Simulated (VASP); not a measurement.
# GaN (P1) in VASP: single point with PBEsol

Aim: the single point of GaN with PBEsol.

Program: VASP 6.6.1. These are calculated values, not measurements. Logs are shortened: lines on timing, memory, paths and dates and some standing lists are left out, and cuts for length are marked.

## 1. The cell of the first run

The typed cell holds 16 atoms: a = 6.361 Å, b = 6.361 Å, c = 6.361 Å, α = 60.00°, β = 60.00°, γ = 60.00°.

## 2. Single point, PBEsol

INCAR reads:

```
PREC     = Accurate       # precision mode
ENCUT    = 520            # plane-wave cutoff, eV
EDIFF    = 1E-6           # SCF threshold, eV
ISMEAR   = -1             # smearing method
SIGMA    = 0.112          # smearing width, eV
LREAL    = Auto         
LASPH    = T              # aspherical terms in the spheres
NELM     = 100            # most SCF steps
ALGO     = Normal         # electronic algorithm
ISIF     = 2              # what is computed and relaxed
LWAVE    = F              # write WAVECAR
LCHARG   = T              # write CHGCAR
GGA      = PS             # functional
LELF     = T              # ELF
LVHAR    = T            
NBANDS   = 86             # bands
```

KPOINTS reads:

```
Automatic mesh
0
Gamma
  4 4 4
```

POSCAR reads:

```
GaN
1.0
    0.0000000000      4.4979050831      4.4979050831
    4.4979050831      0.0000000000      4.4979050831
    4.4979050831      4.4979050831      0.0000000000
Ga N
8 8
Direct
   -0.0046423834     -0.0089363824      0.0106309491
   -0.0013267288     -0.0205594601      0.5053533718
   -0.0077280421      0.4978497675      0.0122703790
   -0.0046921844      0.5071123018      0.4962610279
    0.5177310230     -0.0048851631     -0.0095424424
    0.5025965329     -0.0052372159      0.4956112810
    0.5002299867      0.5170711602     -0.0030076224
    0.5077756106      0.4991004609      0.5008795113
    0.1340305073      0.1264756569      0.1082445029
    0.1276756600      0.1132927420      0.6248955787
    0.1400514214      0.6248004233      0.1158152496
    0.1218070390      0.6062185506      0.6316406077
    0.6342007995      0.1241829229      0.1057799111
    0.6075441677      0.1291614628      0.6264820951
    0.6407386209      0.5993878150      0.1456670356
    0.6223253822      0.6093915833      0.6257898840
```

Potentials or basis: VASP PAW PBE potentials, release 64 (Ga_d, N).

Command:

```bash
$ cat potpaw_PBE.64/Ga_d/POTCAR potpaw_PBE.64/N/POTCAR > POTCAR
$ mpirun -np 1 vasp_std > vasp.out
```

OUTCAR:

```text
PREC = Accurate
   ENCUT = 520
   EDIFF = 1E-6
   ISMEAR = -1
   LREAL = Auto
   LASPH = T
   NELM = 100
   ISIF = 2
   GGA = PS

 ion  position               nearest neighbor table
   1  0.995  0.991  0.011-  13 1.88  11 1.91   9 1.94  10 2.00
   2  0.999  0.979  0.505-  12 1.94  10 1.99  14 2.03   9 2.07
   3  0.992  0.498  0.012-  15 1.83   9 1.94  11 1.97  12 1.98
   4  0.995  0.507  0.496-  12 1.88  16 1.94  11 1.98  10 2.05
   5  0.518  0.995  0.990-  13 1.87  14 1.90   9 1.99  15 2.06
   6  0.503  0.995  0.496-  14 1.93  10 1.95  16 2.00  13 2.02
[... 8 lines left out ...]
  15  0.641  0.599  0.146-   3 1.83   8 1.85   7 1.94   5 2.06
  16  0.622  0.609  0.626-   8 1.82   7 1.94   4 1.94   6 2.00

  LATTYP: Found a face centered cubic cell.
 ALAT       =     8.9958101662

  Lattice vectors:

 A1 = (   0.0000000000,   4.4979050831,   4.4979050831)
 A2 = (   4.4979050831,   0.0000000000,   4.4979050831)
 A3 = (   4.4979050831,   4.4979050831,   0.0000000000)

Analysis of symmetry for initial positions (statically):
=====================================================================
 Subroutine PRICEL returns:
 Original cell was already a primitive cell.

 Routine SETGRP: Setting up the symmetry group for a
 face centered cubic supercell.

 Subroutine GETGRP returns: Found  1 space group operations
 (whereof  1 operations were pure point group operations)
 out of a pool of 48 trial point group operations.

The static configuration has the point symmetry C_1 .

Analysis of symmetry for dynamics (positions and initial velocities):
=====================================================================
 Subroutine PRICEL returns:
 Original cell was already a primitive cell.

 Routine SETGRP: Setting up the symmetry group for a
 face centered cubic supercell.

 Subroutine GETGRP returns: Found  1 space group operations
 (whereof  1 operations were pure point group operations)
 out of a pool of 48 trial point group operations.

The dynamic configuration has the point symmetry C_1 .

 Subroutine INISYM returns: Found  1 space group operations
 (whereof  1 operations are pure point group operations),
 and found     1 'primitive' translations

----------------------------------------------------------------------------------------

                                     Primitive cell

  volume of cell :     181.9956

  direct lattice vectors                    reciprocal lattice vectors
     0.000000000  4.497905083  4.497905083    -0.111162862  0.111162862  0.111162862
     4.497905083  0.000000000  4.497905083     0.111162862 -0.111162862  0.111162862
     4.497905083  4.497905083  0.000000000     0.111162862  0.111162862 -0.111162862

  length of vectors
     6.360998371  6.360998371  6.360998371     0.192539724  0.192539724  0.192539724

  position of ions in fractional coordinates (direct lattice)
     0.995357617  0.991063618  0.010630949
     0.998673271  0.979440540  0.505353372
     0.992271958  0.497849767  0.012270379
     0.995307816  0.507112302  0.496261028
     0.517731023  0.995114837  0.990457558
     0.502596533  0.994762784  0.495611281
[... 8 lines left out ...]
     0.640738621  0.599387815  0.145667036
     0.622325382  0.609391583  0.625789884

  ion indices of the primitive-cell ions
   primitive index   ion index
                 1           1
                 2           2
                 3           3
                 4           4
                 5           5
                 6           6
[... 8 lines left out ...]
                15          15
                16          16

----------------------------------------------------------------------------------------

 KPOINTS: Automatic mesh

Automatic generation of k-mesh.
 Grid dimensions read from file:
 generate k-points for:    4    4    4

 Generating k-lattice:

  Cartesian coordinates                     Fractional coordinates (reciprocal lattice)
    -0.027790715  0.027790715  0.027790715     0.250000000  0.000000000  0.000000000
     0.027790715 -0.027790715  0.027790715     0.000000000  0.250000000  0.000000000
     0.027790715  0.027790715 -0.027790715     0.000000000  0.000000000  0.250000000

  Length of vectors
     0.048134931  0.048134931  0.048134931

  Shift w.r.t. Gamma in fractional coordinates (k-lattice)
     0.000000000  0.000000000  0.000000000

 Subroutine IBZKPT returns following result:
 ===========================================

 Found     36 irreducible k-points:

 Following reciprocal coordinates:
            Coordinates               Weight
  0.000000  0.000000  0.000000      1.000000
  0.250000  0.000000  0.000000      2.000000
  0.000000  0.250000  0.000000      2.000000
  0.000000  0.000000  0.250000      2.000000
  0.250000  0.250000  0.250000      2.000000
  0.500000  0.000000  0.000000      1.000000
[... 16 lines left out ...]
  0.250000  0.500000  0.500000      2.000000
  0.500000  0.000000  0.250000      2.000000
 [... further k-points ...]
   k-points           NKPTS =     36   k-points in BZ     NKDIM =     36   number of bands    NBANDS=     86
   number of dos      NEDOS =    301   number of ions     NIONS =     16
   total plane-waves  NPLWV = 110592
   dimension x,y,z NGX =    48 NGY =   48 NGZ =   48
   dimension x,y,z NGXF=    96 NGYF=   96 NGZF=   96
   ions per type =               8   8
   NGX,Y,Z   is equivalent  to a cutoff of  12.54, 12.54, 12.54 a.u.
   NGXF,Y,Z  is equivalent  to a cutoff of  25.09, 25.09, 25.09 a.u.
 SYSTEM =  unknown system
   PREC   = accura    normal or accurate (medium, high low for compatibility)
   ISTART =      0    job   : 0-new  1-cont  2-samecut
   ICHARG =      2    charge: 1-file 2-atom 10-const
   ISPIN  =      1    spin polarized calculation?
   LNONCOLLINEAR =      F non collinear calculations
   LSORBIT =      F    spin-orbit coupling
   LASPH  =      T    aspherical Exc in radial PAW
   ENCUT  =  520.0 eV  38.22 Ry    6.18 a.u.  11.83 11.83 11.83*2*pi/ulx,y,z
   NELM   =    100;   NELMIN=  2; NELMDL= -5     # of ELM steps
   EDIFF  = 0.1E-05   stopping-criterion for ELM
   LREAL  =      T    real-space projection
   EDIFFG = 0.1E-04   stopping-criterion for IOM
   NSW    =      0    number of steps for IOM
   IBRION =     -1    ionic relax: 0-MD 1-quasi-New 2-CG
   NFREE  =      0    steps in history (QN), initial steepest desc. (CG)
   ISIF   =      2    stress and relaxation
   ISYM   =      2    0-nonsym 1-usesym 2-fastsym
   POTIM  = 0.5000    time-step for ionic-motion
   TEBEG  =    0.0;   TEEND  =   0.0 temperature during run
   PSTRESS=    0.0 pullay stress
   NELECT =     144.0000    total number of electrons
   NUPDOWN=      -1.0000    fix difference up-down
   EMIN   =  10.00;   EMAX   =-10.00  energy-range for DOS
   EFERMI =   0.00;   METHOD = LEGACY
   ISMEAR =    -1;   SIGMA  =   0.11  broadening in eV -4-tet -1-fermi 0-gaus
   EFERMI_NEDOS =   21; number of points for ismear=-14 and -15
   IALGO  =     38    algorithm
   IMIX   =      4    mixing-type and parameters
     AMIX     =   0.40;   BMIX     =  1.00
     AMIX_MAG =   1.60;   BMIX_MAG =  1.00
  volume/ion in A,a.u.               =      11.37        76.76
  Fermi-wavevector in a.u.,A,eV,Ry     =   1.514173  2.861371 31.194330  2.292719
  Thomas-Fermi vector in A             =   2.623866
   LORBIT       =      0    0 simple, 1 ext, 2 COOP (PROOUT), +10 PAW based schemes
   GGA     = PS    functional components
   LHFCALC =     F    Hartree Fock is set to
   AEXX    =    0.0000 exact exchange contribution
   IVDW    =     0    specifies the selected vdW correction
   LEPSILON=     F    determine dielectric tensor
   LRPA    =     F    only Hartree local field effects (RPA)
 non-spin polarized calculation
  energy-cutoff  :      520.00
  volume of cell :      182.00
 maximum number of plane-waves:      4916
   NGX = 23   NGY = 23   NGZ = 23

 number of electron     144.0000001 magnetization

 Free energy of the ion-electron system (eV)
  ---------------------------------------------------
  ext. energy  EPLUGINS =         0.00000000
  ---------------------------------------------------
  free energy    TOTEN  =      -103.85454474 eV

  energy without entropy =     -103.85434151  energy(sigma->0) =     -103.85444313

 E-fermi :   6.2239     XC(G=0): -11.9361

 val. band max:        5.4079802137   @ k =   0.0000   0.0000   0.0000
 cond. band min:       6.8575405854   @ k =   0.0000   0.0000   0.0000
 fundamental gap:      1.4495603717
 Fermi energy:         6.2238906663

 k-point     1 :       0.0000    0.0000    0.0000
  band No.  band energies     occupation
      1     -10.9578      2.00000
      2     -10.1773      2.00000
      3     -10.0513      2.00000
      4      -9.9306      2.00000
      5      -9.8289      2.00000
      6      -9.6907      2.00000
[... 76 lines left out ...]
     83      12.0762      0.00000
     84      13.6986      0.00000

 k-point     2 :       0.2500    0.0000    0.0000
  band No.  band energies     occupation
      1     -10.8122      2.00000
      2     -10.1704      2.00000
      3     -10.0884      2.00000
      4      -9.9055      2.00000
      5      -9.8231      2.00000
      6      -9.7048      2.00000
[... 1903 lines left out ...]
     83      12.6337      0.00000
     84      12.8010      0.00000

 k-point    24 :       0.5000    0.0000    0.2500
  band No.  band energies     occupation
      1     -10.5498      2.00000
      2     -10.2186      2.00000
      3     -10.1061      2.00000
      4      -9.8715      2.00000
      5      -9.8150      2.00000
      6      -9.7544      2.00000
[... 76 lines left out ...]
     83      12.5300      0.00000
     84      12.8314      0.00000

 [... further k-points ...]

 [bands above 84 left out]

------------------------ aborting loop because EDIFF is reached ----------------------------------------

  FORCE on cell =-STRESS in cart. coord.  units (eV):
  Direction    XX          YY          ZZ          XY          YZ          ZX
  --------------------------------------------------------------------------------------
  -------------------------------------------------------------------------------------
  Total        1.7472438      1.5062572      1.3158238      1.2700534      2.8353097     -0.1309513
  in kB       15.3816609     13.2601628     11.5837045     11.1807696     24.9603243     -1.1528151
  external PRESSURE =      13.4085094 kB  Pullay stress =       0.0000000 kB

 VOLUME and BASIS-vectors are now :
 -----------------------------------------------------------------------------
  energy-cutoff  :      520.00
  volume of cell :      182.00
      direct lattice vectors                 reciprocal lattice vectors
     0.000000000  4.497905083  4.497905083    -0.111162862  0.111162862  0.111162862
     4.497905083  0.000000000  4.497905083     0.111162862 -0.111162862  0.111162862
     4.497905083  4.497905083  0.000000000     0.111162862  0.111162862 -0.111162862

 POSITION                                       TOTAL-FORCE (eV/Angst)
 -----------------------------------------------------------------------------------
      4.50553      4.52484      8.93473        -0.525562     -0.508399      1.750120
      6.67846      6.76497      8.89737         0.455039     -0.428442      1.288154
      2.29447      4.51834      6.70243        -1.801620      1.137799      1.129257
      4.51308      6.70894      6.75774        -1.459204      0.791928     -0.984583
      8.93092      6.78369      6.80464         0.570496     -0.618480     -1.246039
      6.70356      4.48984      6.73498         0.112824     -0.900477     -0.230539
[... 8 lines left out ...]
      3.35119      3.53718      5.57797         0.440615     -2.684456      0.553980
      5.55573      5.61390      5.54015         1.519695      0.779925      1.901807
 -----------------------------------------------------------------------------------
    total drift:                                0.002842      0.002589     -0.002786

  FREE ENERGIE OF THE ION-ELECTRON SYSTEM (eV)
  ---------------------------------------------------
  free  energy   TOTEN  =      -103.8545447375 eV

  energy  without entropy=     -103.8543415130  energy(sigma->0) =     -103.85444313
```

It took 15 min on 1 thread of AMD EPYC 9R45 (Zen 5), shared host; peak memory 0.51 GiB.

What came out:

* Free energy: -103.8545 eV
* Pressure: 1.3 GPa
* Largest force: 2.776 eV/Å
* Band gap on the k mesh: 1.45 eV

Forces on the atoms (eV/Å):
```
Ga  -0.526 -0.508  1.750
Ga   0.455 -0.428  1.288
Ga  -1.802  1.138  1.129
Ga  -1.459  0.792 -0.985
Ga   0.570 -0.618 -1.246
Ga   0.113 -0.900 -0.231
Ga  -1.300  0.898 -0.672
Ga   0.026 -0.626 -2.325
N    0.420  1.236 -0.931
N    0.053 -0.610 -0.051
N    0.608 -0.182 -1.260
N    0.750  0.176  0.907
N    1.605  0.580 -0.303
N   -1.475  0.959  0.473
N    0.441 -2.684  0.554
N    1.520  0.780  1.902
```

Levels at points of the mesh, in eV from the valence-band top:
| k point | band 68 | band 69 | band 70 | band 71 | band 72 | band 73 | band 74 | band 75 | band 76 | band 77 |
| --- | --- | --- | --- | --- | --- | --- | --- | --- | --- | --- |
| (0.00, 0.00, 0.00) | -0.96 | -0.92 | -0.18 | -0.12 | 0.00 | 1.45 | 2.82 | 2.96 | 3.16 | 4.22 |
| (0.50, 0.00, 0.00) | -1.73 | -1.03 | -0.73 | -0.55 | -0.34 | 3.59 | 3.85 | 4.46 | 4.77 | 4.95 |
| (0.00, 0.50, 0.00) | -1.74 | -1.05 | -0.91 | -0.50 | -0.30 | 3.59 | 3.90 | 4.56 | 4.71 | 4.90 |
| (0.00, 0.00, 0.50) | -1.93 | -0.85 | -0.68 | -0.62 | -0.49 | 3.71 | 3.74 | 4.59 | 4.81 | 5.03 |
| (0.50, 0.50, 0.50) | -1.86 | -0.73 | -0.68 | -0.60 | -0.49 | 3.61 | 3.76 | 4.50 | 4.84 | 4.98 |
| (0.50, 0.50, 0.00) | -1.58 | -1.31 | -1.22 | -1.02 | -0.80 | 4.12 | 4.23 | 5.44 | 5.67 | 5.95 |
| (0.00, 0.50, 0.50) | -1.55 | -1.27 | -1.08 | -1.04 | -0.94 | 4.11 | 4.19 | 5.51 | 5.72 | 5.85 |
| (0.50, 0.00, 0.50) | -1.62 | -1.27 | -1.04 | -1.01 | -0.99 | 4.09 | 4.31 | 5.49 | 5.76 | 5.95 |

Caveat: the atoms stand as in a frame of molecular dynamics; the structure was generated, so it needn't be the stable form of GaN; the PAW data sets were made with another functional, which shifts forces and pressure a little.
